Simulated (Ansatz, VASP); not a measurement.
C in VASP and in Ansatz

The input INCAR:

```
SYSTEM = C
PREC = Accurate
ENCUT = 520
EDIFF = 1E-6
ISMEAR = 0
SIGMA = 0.05
LREAL = .FALSE.
LASPH = .TRUE.
NELM = 100
ALGO = Normal
ISIF = 2
LWAVE = .FALSE.
LCHARG = .FALSE.
GGA = PS
NBANDS = 11
```

Contents of KPOINTS:

```
Automatic mesh
0
G
  15 15 15
  0 0 0
```

Contents of POSCAR:

```
C
1.0
    1.1973256878      0.6912763082      3.4306861104
   -1.1973256878      0.6912763082      3.4306861104
    0.0000000000     -1.3825526163      3.4306861104
C
2
Direct
    0.1640000000      0.1640000000      0.1640000000
    0.8360000000      0.8360000000      0.8360000000
```

Input for Ansatz:

```yaml
crystal:
  lattice:
    - [1.1973256878, 0.6912763082, 3.4306861104]
    - [-1.1973256878, 0.6912763082, 3.4306861104]
    - [0.0, -1.3825526163, 3.4306861104]
  atoms:
    - { symbol: C, position: [0.164, 0.164, 0.164] }
    - { symbol: C, position: [0.836, 0.836, 0.836] }
basis:
  ecutwfc: 420
kpoints:
  mp_grid: { grid: [15, 15, 15] }
hamiltonian:
  xc: pbesol
scf:
  occupations: { method: gaussian, width: 0.05 }
output:
  forces: true
  stress: true
  eigenvalues: true
```

Change from the starting cell: strain -0.025 along x and y, +0.025 along z, atoms carried along.

Alike in both runs: task single point; functional PBEsol; k mesh 15 × 15 × 15; occupations gaussian, width 0.05 eV; no spin polarisation.

|  | VASP | Ansatz |
| --- | --- | --- |
| version | VASP 6.6.1 | Ansatz 0.2.0 |
| potentials or method | VASP PAW PBE potentials, release 64 (C), cutoff 520 eV | scalar-relativistic, plane waves, PAW |
| valence electrons in the cell | 8 | 8 |

Ansatz gave:

| Property | Result |
| --- | --- |
| gap on the k mesh at the Fermi level (eV) | 0.64 |
| least direct gap on the mesh (eV) | 0.64 |
| pressure (GPa) | 24.3 |
| traceless stress, the component that is largest in VASP (GPa) | -24.20 |
| rms of the force components (eV/Å) | 0.506 |

**Question.** Which values does VASP return?

**Answer.** gap on the k mesh at the Fermi level (eV): 0.65; least direct gap on the mesh (eV): 0.65; pressure (GPa): 25.0; traceless stress, the component that is largest in VASP (GPa): -25.02; rms of the force components (eV/Å): 0.504.

VASP's potentials were made for PBE, not for PBEsol. Atom by atom the forces differ by 0.002 eV/Å (rms over components). The functional is the same, so the differences come from potentials, cutoffs and numerics.
